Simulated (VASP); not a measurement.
CdS: single point with r2SCAN

Crystal: CdS.

```
Cd S
1.0
     8.33025    0.00000    0.00000
    -4.16512    7.21421    0.00000
     0.00000    0.00000    6.76686
Cd S
8 8
Direct
  0.16462 0.33111 0.99868
  0.33238 0.16447 0.50111
  0.16590 0.83243 0.99940
  0.33645 0.66955 0.50109
  0.66488 0.33342 0.99864
  0.83252 0.16577 0.49291
  0.66634 0.83004 0.00138
  0.83451 0.66802 0.49922
  0.16597 0.33796 0.37394
  0.33551 0.16915 0.87571
  0.16395 0.83383 0.38167
  0.34092 0.66779 0.86644
  0.66733 0.33490 0.37618
  0.83401 0.16491 0.87668
  0.66935 0.83494 0.37439
  0.83842 0.67428 0.87756
```

- Program: VASP 6.6.1
- Task: single point
- Functional: r2SCAN
- Potentials or basis: VASP PAW PBE potentials, release 64 (Cd, S)
- Cutoff: 520 eV
- k mesh: 3 × 3 × 2
- Occupations: fermi-dirac, width 0.069 eV
- Spin: no spin polarisation

| Property | Result |
| --- | --- |
| Pressure | 0.3 GPa |
| Largest force | 0.743 eV/Å |
| Band gap on the k mesh | 1.62 eV |

Forces on the atoms (eV/Å):
```
Cd   0.006  0.172 -0.054
Cd  -0.114  0.237 -0.121
Cd   0.325  0.059  0.071
Cd  -0.034  0.009 -0.355
Cd   0.217  0.134 -0.043
Cd   0.020  0.106  0.239
Cd  -0.049  0.200 -0.054
Cd  -0.114 -0.098  0.101
S    0.239 -0.112  0.065
S   -0.033 -0.144  0.064
S    0.262  0.001 -0.339
S   -0.387 -0.072  0.630
S   -0.111 -0.023  0.001
S   -0.185  0.073 -0.163
S   -0.084 -0.109  0.056
S    0.043 -0.431 -0.099
```

Stress tensor (GPa, compression positive):
```
0.41 0.38 0.09
0.38 0.12 0.26
0.09 0.26 0.46
```

Levels at points of the mesh, in eV from the valence-band top:
```csv
k point,band 68,band 69,band 70,band 71,band 72,band 73,band 74,band 75,band 76,band 77
"(0.00, 0.00, 0.00)",-0.73,-0.71,-0.04,-0.01,0.00,1.62,3.22,4.07,4.10,4.16
"(0.00, 0.00, 0.50)",-1.22,-0.42,-0.41,-0.38,-0.35,3.25,3.26,3.79,3.83,3.86
```

Run time: 24 min on 1 thread of Intel(R) Xeon(R) Platinum 8375C CPU @ 2.90GHz (Ice Lake), on a shared host, peak memory 0.64 GiB.

Caveat: the k points lie up to 0.46 Å⁻¹ apart; the atoms stand as in a frame of molecular dynamics; the PAW data sets were made with another functional, which shifts forces and pressure a little.
